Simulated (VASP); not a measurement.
# GaP (rocksalt type) (Fm-3m) in VASP: notebook, part 2 of 3

VASP 6.6.1. Earlier steps stand in the parts before.

## (3) Single point, LDA (8.86 Å³/atom)

INCAR reads:

```
SYSTEM = GaP
PREC = Accurate
ENCUT = 500
EDIFF = 1E-6
ISMEAR = -1
SIGMA = 0.1
LREAL = .FALSE.
LASPH = .TRUE.
NELM = 120
ALGO = Normal
ISIF = 2
LWAVE = .FALSE.
LCHARG = .TRUE.
LELF = .TRUE.
LVHAR = .TRUE.
NBANDS = 16
GGA_COMPAT = .FALSE.
```

KPOINTS reads:

```
Automatic mesh
0
G
  14 14 14
  0 0 0
```

POSCAR reads:

```
GaP
1.0
    0.0000000000      2.0690931352      2.0690931352
    2.0690931352      0.0000000000      2.0690931352
    2.0690931352      2.0690931352      0.0000000000
Ga P
1 1
Direct
    0.0000000000      0.0000000000      0.0000000000
    0.5000000000      0.5000000000      0.5000000000
```

Potentials or basis: VASP PAW LDA potentials, release 64 (Ga_d, P).

On the command line:

```console
$ cat potpaw_LDA.64/Ga_d/POTCAR potpaw_LDA.64/P/POTCAR > POTCAR
$ mpirun -np 1 vasp_std > vasp.out
```

OUTCAR:

```text
SYSTEM = GaP
   PREC = Accurate
   ENCUT = 500
   EDIFF = 1E-6
   ISMEAR = -1
   LREAL = .FALSE.
   LASPH = .TRUE.
   NELM = 120
   ISIF = 2

 ion  position               nearest neighbor table
   1  0.000  0.000  0.000-   2 2.07   2 2.07   2 2.07   2 2.07   2 2.07   2 2.07
   2  0.500  0.500  0.500-   1 2.07   1 2.07   1 2.07   1 2.07   1 2.07   1 2.07

  LATTYP: Found a face centered cubic cell.
 ALAT       =     4.1381862704

  Lattice vectors:

 A1 = (   0.0000000000,   2.0690931352,   2.0690931352)
 A2 = (   2.0690931352,   0.0000000000,   2.0690931352)
 A3 = (   2.0690931352,   2.0690931352,   0.0000000000)

Analysis of symmetry for initial positions (statically):
=====================================================================
 Subroutine PRICEL returns:
 Original cell was already a primitive cell.

 Routine SETGRP: Setting up the symmetry group for a
 face centered cubic supercell.

 Subroutine GETGRP returns: Found 48 space group operations
 (whereof 48 operations were pure point group operations)
 out of a pool of 48 trial point group operations.

The static configuration has the point symmetry O_h .

Analysis of symmetry for dynamics (positions and initial velocities):
=====================================================================
 Subroutine PRICEL returns:
 Original cell was already a primitive cell.

 Routine SETGRP: Setting up the symmetry group for a
 face centered cubic supercell.

 Subroutine GETGRP returns: Found 48 space group operations
 (whereof 48 operations were pure point group operations)
 out of a pool of 48 trial point group operations.

The dynamic configuration has the point symmetry O_h .

 Subroutine INISYM returns: Found 48 space group operations
 (whereof 48 operations are pure point group operations),
 and found     1 'primitive' translations

----------------------------------------------------------------------------------------

                                     Primitive cell

  volume of cell :      17.7162

  direct lattice vectors                    reciprocal lattice vectors
     0.000000000  2.069093135  2.069093135    -0.241651761  0.241651761  0.241651761
     2.069093135  0.000000000  2.069093135     0.241651761 -0.241651761  0.241651761
     2.069093135  2.069093135  0.000000000     0.241651761  0.241651761 -0.241651761

  length of vectors
     2.926139574  2.926139574  2.926139574     0.418553128  0.418553128  0.418553128

  position of ions in fractional coordinates (direct lattice)
     0.000000000  0.000000000  0.000000000
     0.500000000  0.500000000  0.500000000

  ion indices of the primitive-cell ions
   primitive index   ion index
                 1           1
                 2           2

----------------------------------------------------------------------------------------

 KPOINTS: Automatic mesh

Automatic generation of k-mesh.
 Grid dimensions read from file:
 generate k-points for:   14   14   14

 Generating k-lattice:

  Cartesian coordinates                     Fractional coordinates (reciprocal lattice)
    -0.017260840  0.017260840  0.017260840     0.071428571  0.000000000  0.000000000
     0.017260840 -0.017260840  0.017260840     0.000000000  0.071428571  0.000000000
     0.017260840  0.017260840 -0.017260840     0.000000000  0.000000000  0.071428571

  Length of vectors
     0.029896652  0.029896652  0.029896652

  Shift w.r.t. Gamma in fractional coordinates (k-lattice)
     0.000000000  0.000000000  0.000000000

 Subroutine IBZKPT returns following result:
 ===========================================

 Found    104 irreducible k-points:

 Following reciprocal coordinates:
            Coordinates               Weight
  0.000000  0.000000  0.000000      1.000000
  0.071429  0.000000  0.000000      8.000000
  0.142857  0.000000  0.000000      8.000000
  0.214286  0.000000  0.000000      8.000000
  0.285714  0.000000  0.000000      8.000000
  0.357143  0.000000  0.000000      8.000000
[... 16 lines left out ...]
  0.214286  0.142857  0.000000     24.000000
  0.285714  0.142857  0.000000     24.000000
 [... further k-points ...]
   k-points           NKPTS =    104   k-points in BZ     NKDIM =    104   number of bands    NBANDS=     16
   number of dos      NEDOS =    301   number of ions     NIONS =      2
   total plane-waves  NPLWV =  13824
   dimension x,y,z NGX =    24 NGY =   24 NGZ =   24
   dimension x,y,z NGXF=    48 NGYF=   48 NGZF=   48
   ions per type =               1   1
   NGX,Y,Z   is equivalent  to a cutoff of  13.64, 13.64, 13.64 a.u.
   NGXF,Y,Z  is equivalent  to a cutoff of  27.27, 27.27, 27.27 a.u.
 SYSTEM =  GaP
   PREC   = accura    normal or accurate (medium, high low for compatibility)
   ISTART =      0    job   : 0-new  1-cont  2-samecut
   ICHARG =      2    charge: 1-file 2-atom 10-const
   ISPIN  =      1    spin polarized calculation?
   LNONCOLLINEAR =      F non collinear calculations
   LSORBIT =      F    spin-orbit coupling
   LASPH  =      T    aspherical Exc in radial PAW
   ENCUT  =  500.0 eV  36.75 Ry    6.06 a.u.   5.34  5.34  5.34*2*pi/ulx,y,z
   NELM   =    120;   NELMIN=  2; NELMDL= -5     # of ELM steps
   EDIFF  = 0.1E-05   stopping-criterion for ELM
   LREAL  =      F    real-space projection
[... 7 lines left out ...]
   TEBEG  =    0.0;   TEEND  =   0.0 temperature during run
   PSTRESS=    0.0 pullay stress
   NELECT =      18.0000    total number of electrons
   NUPDOWN=      -1.0000    fix difference up-down
   EMIN   =  10.00;   EMAX   =-10.00  energy-range for DOS
   EFERMI =   0.00;   METHOD = LEGACY
   ISMEAR =    -1;   SIGMA  =   0.10  broadening in eV -4-tet -1-fermi 0-gaus
   EFERMI_NEDOS =   21; number of points for ismear=-14 and -15
   IALGO  =     38    algorithm
   IMIX   =      4    mixing-type and parameters
     AMIX     =   0.40;   BMIX     =  1.00
     AMIX_MAG =   1.60;   BMIX_MAG =  1.00
  volume/ion in A,a.u.               =       8.86        59.78
  Fermi-wavevector in a.u.,A,eV,Ry     =   1.645795  3.110101 36.853282  2.708640
  Thomas-Fermi vector in A             =   2.735531
   LORBIT       =      0    0 simple, 1 ext, 2 COOP (PROOUT), +10 PAW based schemes
   GGA     = CA    functional components
   LHFCALC =     F    Hartree Fock is set to
   AEXX    =    0.0000 exact exchange contribution
   IVDW    =     0    specifies the selected vdW correction
   LEPSILON=     F    determine dielectric tensor
   LRPA    =     F    only Hartree local field effects (RPA)
 non-spin polarized calculation
  energy-cutoff  :      500.00
  volume of cell :       17.72
 maximum number of plane-waves:       464
 NGX is ok and might be reduce to    24
   NGX = 11   NGY = 11   NGZ = 11

 number of electron      17.9999990 magnetization

 Free energy of the ion-electron system (eV)
  ---------------------------------------------------
  ext. energy  EPLUGINS =         0.00000000
  ---------------------------------------------------
  free energy    TOTEN  =        -3.59124637 eV

  energy without entropy =       -3.56757701  energy(sigma->0) =       -3.57941169

 E-fermi :  17.0586     XC(G=0): -14.6807

 val. band max:       17.0471769791   @ k =   0.2857   0.0714   0.0000
 cond. band min:      17.1176565838   @ k =   0.3571   0.1429   0.0714
 fundamental gap:      0.0704796047
 Fermi energy:        17.0585734169

 k-point     1 :       0.0000    0.0000    0.0000
  band No.  band energies     occupation
      1      -4.0802      2.00000
      2      -0.3107      2.00000
      3      -0.3107      2.00000
      4      -0.2376      2.00000
      5      -0.2376      2.00000
      6      -0.2376      2.00000
[... 8 lines left out ...]
     15      28.5516      0.00000
     16      28.5516      0.00000

 k-point     2 :       0.0714    0.0000    0.0000
  band No.  band energies     occupation
      1      -3.9490      2.00000
      2      -0.3200      2.00000
      3      -0.3200      2.00000
      4      -0.2449      2.00000
      5      -0.2242      2.00000
      6      -0.2242      2.00000
[... 8 lines left out ...]
     15      28.0512      0.00000
     16      28.8143      0.00000
[... 387 lines left out ...]
      5      -0.1113      2.00000
      6      -0.1038      2.00000
[... 8 lines left out ...]
     15      31.1704      0.00000
     16      31.6552      0.00000

 k-point    24 :       0.2857    0.1429    0.0000
  band No.  band energies     occupation
      1      -2.3013      2.00000
      2      -0.4733      2.00000
      3      -0.3374      2.00000
      4      -0.3278      2.00000
      5      -0.0203      2.00000
      6      -0.0067      2.00000
[... 8 lines left out ...]
     15      30.6743      0.00000
     16      33.2877      0.00000

 [... further k-points ...]
[... 5 lines left out ...]
  --------------------------------------------------------------------------------------
  -------------------------------------------------------------------------------------
  Total       25.4900104     25.4900104     25.4900104      0.0000000      0.0000000     -0.0000000
  in kB     2305.2099231   2305.2099231   2305.2099231      0.0000000      0.0000000     -0.0000000
  external PRESSURE =    2305.2099231 kB  Pullay stress =       0.0000000 kB

 VOLUME and BASIS-vectors are now :
 -----------------------------------------------------------------------------
  energy-cutoff  :      500.00
  volume of cell :       17.72
      direct lattice vectors                 reciprocal lattice vectors
     0.000000000  2.069093135  2.069093135    -0.241651761  0.241651761  0.241651761
     2.069093135  0.000000000  2.069093135     0.241651761 -0.241651761  0.241651761
     2.069093135  2.069093135  0.000000000     0.241651761  0.241651761 -0.241651761

 POSITION                                       TOTAL-FORCE (eV/Angst)
 -----------------------------------------------------------------------------------
      0.00000      0.00000      0.00000         0.000000      0.000000      0.000000
      2.06909      2.06909      2.06909         0.000000      0.000000     -0.000000
 -----------------------------------------------------------------------------------
    total drift:                                0.000000     -0.000000     -0.000000

  FREE ENERGIE OF THE ION-ELECTRON SYSTEM (eV)
  ---------------------------------------------------
  free  energy   TOTEN  =        -3.5912463682 eV

  energy  without entropy=       -3.5675770115  energy(sigma->0) =       -3.57941169
```

OSZICAR:

```text
N       E                     dE             d eps       ncg     rms          rms(c)
DAV:   1     0.709205664718E+02    0.70921E+02   -0.87867E+03  3952   0.206E+03
DAV:   2    -0.752291554015E+00   -0.71673E+02   -0.68056E+02  3840   0.300E+02
DAV:   3    -0.411334374207E+01   -0.33611E+01   -0.33400E+01  4080   0.535E+01
DAV:   4    -0.414237079869E+01   -0.29027E-01   -0.29020E-01  4200   0.491E+00
DAV:   5    -0.414274347633E+01   -0.37268E-03   -0.37267E-03  4232   0.515E-01    0.108E+01
DAV:   6    -0.370409446363E+01    0.43865E+00   -0.40884E-01  5288   0.256E+01    0.681E+00
DAV:   7    -0.359911819028E+01    0.10498E+00   -0.14905E-01  5288   0.503E+00    0.235E+00
DAV:   8    -0.359190618025E+01    0.72120E-02   -0.12795E-02  4160   0.229E+00    0.325E-01
DAV:   9    -0.359130673932E+01    0.59944E-03   -0.17740E-03  4464   0.774E-01    0.188E-01
DAV:  10    -0.359124627426E+01    0.60465E-04   -0.10607E-04  4240   0.960E-02    0.228E-02
DAV:  11    -0.359124636816E+01   -0.93902E-07   -0.41519E-06  4408   0.186E-02
   1 F= -.35912464E+01 E0= -.35794117E+01  d E =-.236694E-01
```

Wall time 33 s (1 thread of Intel Xeon Platinum 8259CL at 2.50GHz (Skylake/Cascade Lake), shared host); peak memory 0.15 GiB.

Results:

```yaml
Free_energy: -3.5912 eV
Pressure: 230.5 GPa
Band_gap_on_the_k_mesh: zero (bands 9 and 10 overlap by 3.19 eV)
```

Levels at points of the mesh, in eV from the Fermi level:
| k point | band 5 | band 6 | band 7 | band 8 | band 9 | band 10 | band 11 | band 12 | band 13 | band 14 |
| --- | --- | --- | --- | --- | --- | --- | --- | --- | --- | --- |
| (0.00, 0.00, 0.00) | -17.30 | -17.30 | -0.24 | -0.24 | -0.24 | 6.16 | 6.16 | 6.16 | 10.09 | 11.32 |
| (0.50, 0.00, 0.00) | -16.94 | -15.47 | -13.04 | 0.33 | 0.33 | 1.62 | 1.62 | 3.67 | 9.74 | 14.54 |
| (0.50, 0.50, 0.00) | -16.83 | -12.23 | -11.41 | -5.95 | -5.95 | -2.19 | 0.37 | 16.11 | 17.85 | 17.85 |

Caveat: the cell stands under pressure.

## (4) Single point, LDA (10.31 Å³/atom)

This run uses another cell than the first one, of 10.31 Å³/atom.

INCAR reads:

```
PREC = Accurate
ENCUT = 500
EDIFF = 1E-6
ISMEAR = -1
SIGMA = 0.1
LREAL = False
LASPH = True
NELM = 120
ALGO = Normal
ISIF = 2
LWAVE = False
LCHARG = True
GGA = CA
LELF = True
LVHAR = True
NBANDS = 16
GGA_COMPAT = False
```

KPOINTS reads:

```
Automatic mesh
0
Gamma
  14 14 14
```

POSCAR reads:

```
GaP
1.0
    0.0000000000      2.1763018671      2.1763018671
    2.1763018671      0.0000000000      2.1763018671
    2.1763018671      2.1763018671      0.0000000000
Ga P
1 1
Direct
    0.0000000000      0.0000000000      0.0000000000
    0.5000000000      0.5000000000      0.5000000000
```

On the command line:

```console
$ cat potpaw_LDA.64/Ga_d/POTCAR potpaw_LDA.64/P/POTCAR > POTCAR
$ mpirun -np 1 vasp_std > vasp.out
```

Wall time 26 s (1 thread of Intel Xeon Platinum 8259CL at 2.50GHz (Skylake/Cascade Lake), shared host); peak memory 0.15 GiB.

The run converged. Its results:

```
Free energy            : -6.7129 eV
Pressure               : 125.3 GPa
Band gap on the k mesh : zero (bands 9 and 10 overlap by 3.37 eV)
```

Levels at points of the mesh, in eV from the Fermi level:
```tsv
k point	band 6	band 7	band 8	band 9	band 10	band 11	band 12	band 13
(0.00, 0.00, 0.00)	-16.31	-0.18	-0.18	-0.18	6.50	6.50	6.50	8.34
(0.50, 0.00, 0.00)	-13.93	-11.70	0.27	0.27	2.11	2.11	3.68	8.73
(0.50, 0.50, 0.00)	-10.79	-10.40	-5.01	-5.01	-2.53	1.24	15.20	16.58
```

Caveat: the cell stands under pressure.

(Part 2 of 3 ends here.)

The gap in the log of VASP goes by the Fermi energy; the results here count the filled bands.